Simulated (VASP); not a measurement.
# Ca in VASP: further runs

Runs on Ca. Level: PBE. Tasks: single point.

Program: VASP 6.6.1. These are calculated values, not measurements. Logs are shortened: lines on timing, memory, paths and dates and some standing lists are left out, and cuts for length are marked.

### 1 The cell of the first run

The cell holds a slab with vacuum, 3 atoms: a = 3.907 Å, b = 3.907 Å, c = 25.525 Å, α = 90.00°, β = 90.00°, γ = 90.00°.

### 2 Single point, PBE

Contents of INCAR:

```
SYSTEM = Ca
ALGO = Normal ; DIPOL = 0.5 0.5 0.500
EDIFF = 1E-7 ; EFIELD = -0.1
ENCUT = 520 ; GGA = PE
IDIPOL = 3 ; ISIF = 2
ISMEAR = -1 ; LASPH = .TRUE.
LCHARG = .FALSE. ; LDIPOL = .TRUE.
LREAL = .FALSE. ; LWAVE = .FALSE.
NBANDS = 22 ; NELM = 80
PREC = Accurate ; SIGMA = 0.08
```

Contents of KPOINTS:

```
k-points
0
G
  9 9 1
  0 0 0
```

Contents of POSCAR:

```
Ca
1.0
    3.9070577562      0.0000000000      0.0000000000
    0.0000000000      3.9070577562      0.0000000000
    0.0000000000      0.0000000000     25.5254000000
Ca
3
Direct
    0.0000000000      0.0000000000      0.3949623065
    0.5000000000      0.5000000000      0.5000000010
    0.0000000000      0.0000000000      0.6050376925
```

Potentials or basis: VASP PAW PBE potentials, release 64 (Ca_sv).

Command:

```
$ cat potpaw_PBE.64/Ca_sv/POTCAR > POTCAR
$ mpirun -np 1 vasp_std > vasp.out
```

OUTCAR:

```text
SYSTEM = Ca
   EDIFF = 1E-7
   ENCUT = 520
   GGA = PE
   ISIF = 2
   ISMEAR = -1
   LASPH = .TRUE.
   LREAL = .FALSE.
   NELM = 80
   PREC = Accurate

 ion  position               nearest neighbor table
   1  0.000  0.000  0.395-
   2  0.500  0.500  0.500-
   3  0.000  0.000  0.605-

  LATTYP: Found a simple tetragonal cell.
 ALAT       =     3.9070577562
 C/A-ratio  =     6.5331514384

  Lattice vectors:

 A1 = (   3.9070577562,   0.0000000000,   0.0000000000)
 A2 = (   0.0000000000,   3.9070577562,   0.0000000000)
 A3 = (   0.0000000000,   0.0000000000,  25.5254000000)

Analysis of symmetry for initial positions (statically):
=====================================================================
 Subroutine PRICEL returns:
 Original cell was already a primitive cell.

 Routine SETGRP: Setting up the symmetry group for a
 simple tetragonal supercell.

 Subroutine GETGRP returns: Found 16 space group operations
 (whereof 16 operations were pure point group operations)
 out of a pool of 16 trial point group operations.

The static configuration has the point symmetry D_4h.

Analysis of symmetry for dynamics (positions and initial velocities):
=====================================================================
 An external electric field (EFIELD) may reduce the allowed symmetry operations
 Subroutine PRICEL returns:
 Original cell was already a primitive cell.

 Routine SETGRP: Setting up the symmetry group for a
 simple tetragonal supercell.

 Subroutine GETGRP returns: Found  8 space group operations
 (whereof  8 operations were pure point group operations)
 out of a pool of 16 trial point group operations.

The dynamic configuration has the point symmetry C_4v.

 Subroutine INISYM returns: Found  8 space group operations
 (whereof  8 operations are pure point group operations),
 and found     1 'primitive' translations

----------------------------------------------------------------------------------------

                                     Primitive cell

  volume of cell :     389.6478

  direct lattice vectors                    reciprocal lattice vectors
     3.907057756  0.000000000  0.000000000     0.255947074  0.000000000  0.000000000
     0.000000000  3.907057756  0.000000000     0.000000000  0.255947074  0.000000000
     0.000000000  0.000000000 25.525400000     0.000000000  0.000000000  0.039176663

  length of vectors
     3.907057756  3.907057756 25.525400000     0.255947074  0.255947074  0.039176663

  position of ions in fractional coordinates (direct lattice)
     0.000000000  0.000000000  0.394962306
     0.500000000  0.500000000  0.500000001
     0.000000000  0.000000000  0.605037692

  ion indices of the primitive-cell ions
   primitive index   ion index
                 1           1
                 2           2
                 3           3

----------------------------------------------------------------------------------------

 KPOINTS: k-points

Automatic generation of k-mesh.
 Grid dimensions read from file:
 generate k-points for:    9    9    1

 Generating k-lattice:

  Cartesian coordinates                     Fractional coordinates (reciprocal lattice)
     0.028438564  0.000000000  0.000000000     0.111111111  0.000000000  0.000000000
     0.000000000  0.028438564  0.000000000     0.000000000  0.111111111  0.000000000
     0.000000000  0.000000000  0.039176663     0.000000000  0.000000000  1.000000000

  Length of vectors
     0.028438564  0.028438564  0.039176663

  Shift w.r.t. Gamma in fractional coordinates (k-lattice)
     0.000000000  0.000000000  0.000000000

 Subroutine IBZKPT returns following result:
 ===========================================

 Found     15 irreducible k-points:

 Following reciprocal coordinates:
            Coordinates               Weight
  0.000000  0.000000  0.000000      1.000000
  0.111111  0.000000  0.000000      4.000000
  0.222222  0.000000  0.000000      4.000000
  0.333333  0.000000  0.000000      4.000000
  0.444444  0.000000  0.000000      4.000000
  0.111111  0.111111  0.000000      4.000000
  0.222222  0.111111  0.000000      8.000000
  0.333333  0.111111  0.000000      8.000000
  0.444444  0.111111  0.000000      8.000000
  0.222222  0.222222  0.000000      4.000000
  0.333333  0.222222  0.000000      8.000000
  0.444444  0.222222  0.000000      8.000000
  0.333333  0.333333  0.000000      4.000000
  0.444444  0.333333  0.000000      8.000000
  0.444444  0.444444  0.000000      4.000000
   k-points           NKPTS =     15   k-points in BZ     NKDIM =     15   number of bands    NBANDS=     22
   number of dos      NEDOS =    301   number of ions     NIONS =      3
   total plane-waves  NPLWV = 172800
   dimension x,y,z NGX =    30 NGY =   30 NGZ =  192
   dimension x,y,z NGXF=    60 NGYF=   60 NGZF=  384
   ions per type =               3
   NGX,Y,Z   is equivalent  to a cutoff of  12.77, 12.77, 12.50 a.u.
   NGXF,Y,Z  is equivalent  to a cutoff of  25.53, 25.53, 25.01 a.u.
 SYSTEM =  Ca
   PREC   = accura    normal or accurate (medium, high low for compatibility)
   ISTART =      0    job   : 0-new  1-cont  2-samecut
   ICHARG =      2    charge: 1-file 2-atom 10-const
   ISPIN  =      1    spin polarized calculation?
   LNONCOLLINEAR =      F non collinear calculations
   LSORBIT =      F    spin-orbit coupling
   LASPH  =      T    aspherical Exc in radial PAW
   ENCUT  =  520.0 eV  38.22 Ry    6.18 a.u.   7.26  7.26 47.46*2*pi/ulx,y,z
   NELM   =     80;   NELMIN=  2; NELMDL= -5     # of ELM steps
   EDIFF  = 0.1E-06   stopping-criterion for ELM
   LREAL  =      F    real-space projection
   EDIFFG = 0.1E-05   stopping-criterion for IOM
   NSW    =      0    number of steps for IOM
   IBRION =     -1    ionic relax: 0-MD 1-quasi-New 2-CG
   NFREE  =      0    steps in history (QN), initial steepest desc. (CG)
   ISIF   =      2    stress and relaxation
   ISYM   =      2    0-nonsym 1-usesym 2-fastsym
   POTIM  = 0.5000    time-step for ionic-motion
   TEBEG  =    0.0;   TEEND  =   0.0 temperature during run
   PSTRESS=    0.0 pullay stress
   NELECT =      30.0000    total number of electrons
   NUPDOWN=      -1.0000    fix difference up-down
   EMIN   =  10.00;   EMAX   =-10.00  energy-range for DOS
   EFERMI =   0.00;   METHOD = LEGACY
   ISMEAR =    -1;   SIGMA  =   0.08  broadening in eV -4-tet -1-fermi 0-gaus
   EFERMI_NEDOS =   21; number of points for ismear=-14 and -15
   IALGO  =     38    algorithm
   IMIX   =      4    mixing-type and parameters
     AMIX     =   0.40;   BMIX     =  1.00
     AMIX_MAG =   1.60;   BMIX_MAG =  1.00
  volume/ion in A,a.u.               =     129.88       876.49
  Fermi-wavevector in a.u.,A,eV,Ry     =   0.696452  1.316103  6.599443  0.485045
  Thomas-Fermi vector in A             =   1.779506
   LORBIT       =      0    0 simple, 1 ext, 2 COOP (PROOUT), +10 PAW based schemes
   GGA     = PE    functional components
   LHFCALC =     F    Hartree Fock is set to
   AEXX    =    0.0000 exact exchange contribution
   IVDW    =     0    specifies the selected vdW correction
   LEPSILON=     F    determine dielectric tensor
   LRPA    =     F    only Hartree local field effects (RPA)
 non-spin polarized calculation
  energy-cutoff  :      520.00
  volume of cell :      389.65
 maximum number of plane-waves:     10521
 NGX is ok and might be reduce to    30
   NGX = 15   NGY = 15   NGZ = 95

 dipolmoment           0.000000      0.000000      0.082291 electrons x Angstroem

 number of electron      30.0000007 magnetization

 dipolmoment           0.000000      0.000000     -0.086870 electrons x Angstroem

 Free energy of the ion-electron system (eV)
  ---------------------------------------------------
  ext. energy  EPLUGINS =         0.00000000
  ---------------------------------------------------
  free energy    TOTEN  =        -4.96082687 eV

  energy without entropy =       -4.87998228  energy(sigma->0) =       -4.92040457

 E-fermi :  -1.1113     XC(G=0):  -3.1819

 val. band max:       -1.1170196058   @ k =   0.3333   0.2222   0.0000
 cond. band min:      -1.0952374298   @ k =   0.3333   0.1111   0.0000
 fundamental gap:      0.0217821760
 Fermi energy:        -1.1113124287

 k-point     1 :       0.0000    0.0000    0.0000
  band No.  band energies     occupation
      1     -43.6780      2.00000
      2     -43.6728      2.00000
      3     -42.9399      2.00000
      4     -24.7087      2.00000
      5     -24.7017      2.00000
      6     -24.5940      2.00000
[... 14 lines left out ...]
     21       0.8758      0.00000
     22       1.2014      0.00000

 k-point     2 :       0.1111    0.0000    0.0000
  band No.  band energies     occupation
      1     -43.6775      2.00000
      2     -43.6723      2.00000
      3     -42.9394      2.00000
      4     -24.7077      2.00000
      5     -24.7009      2.00000
      6     -24.6025      2.00000
[... 14 lines left out ...]
     21       0.8305      0.00000
     22       1.1035      0.00000

 k-point     3 :       0.2222    0.0000    0.0000
  band No.  band energies     occupation
      1     -43.6762      2.00000
      2     -43.6710      2.00000
      3     -42.9380      2.00000
      4     -24.7055      2.00000
      5     -24.6989      2.00000
      6     -24.6240      2.00000
[... 14 lines left out ...]
     21       0.7284      0.00000
     22       0.9503      0.00000
[... 251 lines left out ...]
 k-point    14 :       0.4444    0.3333    0.0000
  band No.  band energies     occupation
      1     -43.6704      2.00000
      2     -43.6652      2.00000
      3     -42.9321      2.00000
      4     -24.6955      2.00000
      5     -24.6887      2.00000
      6     -24.6577      2.00000
[... 14 lines left out ...]
     21       0.3843      0.00000
     22       0.7114      0.00000

 k-point    15 :       0.4444    0.4444    0.0000
  band No.  band energies     occupation
      1     -43.6695      2.00000
      2     -43.6643      2.00000
      3     -42.9311      2.00000
      4     -24.6937      2.00000
      5     -24.6870      2.00000
      6     -24.6560      2.00000
[... 14 lines left out ...]
     21       0.6941      0.00000
     22       0.7614      0.00000

------------------------ aborting loop because EDIFF is reached ----------------------------------------

 vacuum level on the upper side and lower side of the slab       (xc-potential included)         0.644        -0.852

  FORCE on cell =-STRESS in cart. coord.  units (eV):
  Direction    XX          YY          ZZ          XY          YZ          ZX
  --------------------------------------------------------------------------------------
  -------------------------------------------------------------------------------------
  Total       -0.5059878     -0.5059878      0.0056455      0.0000000      0.0000000      0.0000000
  in kB       -2.0805511     -2.0805511      0.0232136      0.0000000      0.0000000      0.0000000
  external PRESSURE =      -1.3792962 kB  Pullay stress =       0.0000000 kB

 VOLUME and BASIS-vectors are now :
 -----------------------------------------------------------------------------
  energy-cutoff  :      520.00
  volume of cell :      389.65
      direct lattice vectors                 reciprocal lattice vectors
     3.907057756  0.000000000  0.000000000     0.255947074  0.000000000  0.000000000
     0.000000000  3.907057756  0.000000000     0.000000000  0.255947074  0.000000000
     0.000000000  0.000000000 25.525400000     0.000000000  0.000000000  0.039176663

 POSITION                                       TOTAL-FORCE (eV/Angst)
 -----------------------------------------------------------------------------------
      0.00000      0.00000     10.08157         0.000000     -0.000000     -0.008436
      1.95353      1.95353     12.76270         0.000000      0.000000      0.003413
      0.00000      0.00000     15.44383         0.000000     -0.000000      0.005023
 -----------------------------------------------------------------------------------
    total drift:                                0.000000      0.000000     -0.000001

  FREE ENERGIE OF THE ION-ELECTRON SYSTEM (eV)
  ---------------------------------------------------
  free  energy   TOTEN  =        -4.9608268651 eV

  energy  without entropy=       -4.8799822758  energy(sigma->0) =       -4.92040457

 vacuum level on the upper side and lower side of the slab         2.295         0.818
```

Run time: 4 min. Hardware: 1 thread of Intel Xeon Platinum 8259CL at 2.50GHz (Skylake/Cascade Lake), shared host; peak memory 0.46 GiB.

Results:

```
Free energy            : -4.9608 eV
Largest force          : 0.008 eV/Å
Band gap on the k mesh : zero (band 15 reaches -1.02 eV, above the bottom of band 16 at -1.15 eV)
```

Forces on the atoms (eV/Å):
```
Ca   0.000  0.000 -0.008
Ca   0.000  0.000  0.003
Ca   0.000  0.000  0.005
```

Levels at points of the mesh, in eV from the Fermi level:
| k point | band 12 | band 13 | band 14 | band 15 | band 16 | band 17 | band 18 | band 19 |
| --- | --- | --- | --- | --- | --- | --- | --- | --- |
| (0.00, 0.00, 0.00) | -22.78 | -3.72 | -2.70 | -1.29 | 0.38 | 0.59 | 0.60 | 1.00 |

### 3 Single point, PBE

Contents of INCAR:

```
ALGO = Normal
DIPOL = 0.5 0.5 0.500
EDIFF = 1E-6
EFIELD = -0.1
ENCUT = 520
GGA = PE
IDIPOL = 3
ISIF = 2
ISMEAR = -1
LASPH = True
LCHARG = False
LDIPOL = True
LREAL = False
LWAVE = False
NBANDS = 22
NELM = 60
PREC = Accurate
SIGMA = 0.08
```

Contents of KPOINTS:

```
k-points
0
Gamma
  9 9 1
```

POSCAR is that of step 2.

Potentials or basis: VASP PAW PBE potentials, release 64 (Ca_sv).

Command:

```
$ cat potpaw_PBE.64/Ca_sv/POTCAR > POTCAR
$ mpirun -np 1 vasp_std > vasp.out
```

OUTCAR:

```text
EDIFF = 1E-6
   ENCUT = 520
   GGA = PE
   ISIF = 2
   ISMEAR = -1
   LASPH = True
   LREAL = False
   NELM = 60
   PREC = Accurate

 ion  position               nearest neighbor table
   1  0.000  0.000  0.395-
   2  0.500  0.500  0.500-
   3  0.000  0.000  0.605-

  LATTYP: Found a simple tetragonal cell.
 ALAT       =     3.9070577562
 C/A-ratio  =     6.5331514384

  Lattice vectors:

 A1 = (   3.9070577562,   0.0000000000,   0.0000000000)
 A2 = (   0.0000000000,   3.9070577562,   0.0000000000)
[... 561 lines left out ...]
  --------------------------------------------------------------------------------------
  -------------------------------------------------------------------------------------
  Total       -0.5059954     -0.5059954      0.0058721      0.0000000      0.0000000     -0.0000000
  in kB       -2.0805823     -2.0805823      0.0241454      0.0000000      0.0000000     -0.0000000
  external PRESSURE =      -1.3790064 kB  Pullay stress =       0.0000000 kB

 VOLUME and BASIS-vectors are now :
 -----------------------------------------------------------------------------
  energy-cutoff  :      520.00
  volume of cell :      389.65
      direct lattice vectors                 reciprocal lattice vectors
     3.907057756  0.000000000  0.000000000     0.255947074  0.000000000  0.000000000
     0.000000000  3.907057756  0.000000000     0.000000000  0.255947074  0.000000000
     0.000000000  0.000000000 25.525400000     0.000000000  0.000000000  0.039176663

 POSITION                                       TOTAL-FORCE (eV/Angst)
 -----------------------------------------------------------------------------------
      0.00000      0.00000     10.08157         0.000000     -0.000000     -0.008454
      1.95353      1.95353     12.76270         0.000000      0.000000      0.003457
      0.00000      0.00000     15.44383         0.000000     -0.000000      0.004997
 -----------------------------------------------------------------------------------
    total drift:                                0.000000      0.000000      0.000133

  FREE ENERGIE OF THE ION-ELECTRON SYSTEM (eV)
  ---------------------------------------------------
  free  energy   TOTEN  =        -4.9608252931 eV

  energy  without entropy=       -4.8799812951  energy(sigma->0) =       -4.92040329

 vacuum level on the upper side and lower side of the slab         2.194         0.737
```

OSZICAR:

```text
N       E                     dE             d eps       ncg     rms          rms(c)
DAV:   1     0.179418754932E+03    0.17942E+03   -0.14551E+04   932   0.102E+03
DAV:   2     0.928407526341E+01   -0.17013E+03   -0.16732E+03   744   0.288E+02
DAV:   3    -0.445706929500E+01   -0.13741E+02   -0.13498E+02  1274   0.471E+01
DAV:   4    -0.582466551962E+01   -0.13676E+01   -0.13585E+01  1018   0.181E+01
[... 13 lines left out ...]
DAV:  18    -0.496080141195E+01   -0.64327E-04   -0.11733E-05   738   0.113E-02    0.166E-03
DAV:  19    -0.496081627986E+01   -0.14868E-04   -0.24937E-06   736   0.447E-03    0.108E-03
DAV:  20    -0.496082188801E+01   -0.56081E-05   -0.45316E-07   696   0.265E-03    0.358E-04
DAV:  21    -0.496082477280E+01   -0.28848E-05   -0.26888E-07   652   0.141E-03    0.379E-04
DAV:  22    -0.496082529314E+01   -0.52034E-06   -0.54082E-08   648   0.964E-04
   1 F= -.49608253E+01 E0= -.49204033E+01  d E =-.808440E-01
```

stdout:

```text
POSCAR found type information on POSCAR Ca
 POSCAR found :  1 types and       3 ions
 scaLAPACK will be used
 LDA part: xc-table for (Slater+PW92), standard interpolation
 POSCAR, INCAR and KPOINTS ok, starting setup
 FFT: planning ... GRIDC
 FFT: planning ... GRID_SOFT
 FFT: planning ... GRID
 WAVECAR not read
 entering main loop
```

Run time: 3.4 min. Hardware: 1 thread of Intel Xeon Platinum 8259CL at 2.50GHz (Skylake/Cascade Lake), shared host; peak memory 0.45 GiB.

Results:

* Free energy: -4.9608 eV
* Largest force: 0.008 eV/Å
* Band gap on the k mesh: zero (band 15 reaches -1.02 eV, above the bottom of band 16 at -1.15 eV)

Forces in eV/Å, atoms in the order of the input:
```
Ca   0.000  0.000 -0.008
Ca   0.000  0.000  0.003
Ca   0.000  0.000  0.005
```

### 4 Single point, PBE

Contents of INCAR:

```
SYSTEM = Ca
PREC = Accurate
ENCUT = 520
EDIFF = 1E-7
ISMEAR = -1
SIGMA = 0.08
LREAL = .False.
LASPH = .True.
NELM = 60
ALGO = Normal
ISIF = 2
LWAVE = .False.
LCHARG = .False.
GGA = PE
NBANDS = 22
```

Contents of KPOINTS:

```
Automatic mesh
0
Gamma
  9 9 1
  0 0 0
```

POSCAR is that of step 3.

Command:

```
$ cat potpaw_PBE.64/Ca_sv/POTCAR > POTCAR
$ mpirun -np 1 vasp_std > vasp.out
```

Run time: 3.6 min. Hardware: 1 thread of Intel Xeon Platinum 8259CL at 2.50GHz (Skylake/Cascade Lake), shared host; peak memory 0.45 GiB.

It converged, with:

- Free energy: -4.9565 eV
- Largest force: 0.006 eV/Å
- Band gap on the k mesh: zero (band 15 reaches -1.02 eV, above the bottom of band 16 at -1.14 eV)

Forces in eV/Å, atoms in the order of the input:
```
Ca   0.000  0.000 -0.006
Ca   0.000  0.000  0.000
Ca   0.000  0.000  0.006
```

Levels at points of the mesh, in eV from the Fermi level:
```tsv
k point	band 13	band 14	band 15	band 16	band 17	band 18
(0.00, 0.00, 0.00)	-3.72	-2.70	-1.29	0.39	0.59	0.59
```
